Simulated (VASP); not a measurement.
**TiSi: vibrations by perturbation theory with LDA**

The system is TiSi.

```xyz
2
Lattice="0.0000 2.8288 2.8288 2.8288 0.0000 2.8288 2.8288 2.8288 0.0000" Properties=species:S:1:pos:R:3 pbc="T T T"
Ti    0.0000    0.0000    0.0000
Si    1.4144    1.4144    1.4144
```

* Program: VASP 6.6.1
* Task: vibrations by perturbation theory
* Functional: LDA
* Potentials or basis: VASP PAW LDA potentials, release 64 (Ti_sv, Si)
* Cutoff: 520 eV
* k mesh: 10 × 10 × 10
* Occupations: fermi-dirac, width 0.15 eV
* Spin: no spin polarisation
* Dipole correction: no
* Further INCAR settings: ALGO = Normal; EDIFF = 1e-08; IBRION = 8; NSW = 1

```json
{"Highest phonon frequency at Γ, LO-TO splitting left out": "343 cm⁻¹"}
```

Phonon frequencies in cm⁻¹ (negative: imaginary):
| q point | frequencies |
| --- | --- |
| (0.000, 0.000, 0.000) | 0 0 0 343 343 343 |

Run time: 5.4 min on 1 thread of Intel(R) Xeon(R) Platinum 8559C (Emerald Rapids) (shared host), peak memory 0.35 GiB.
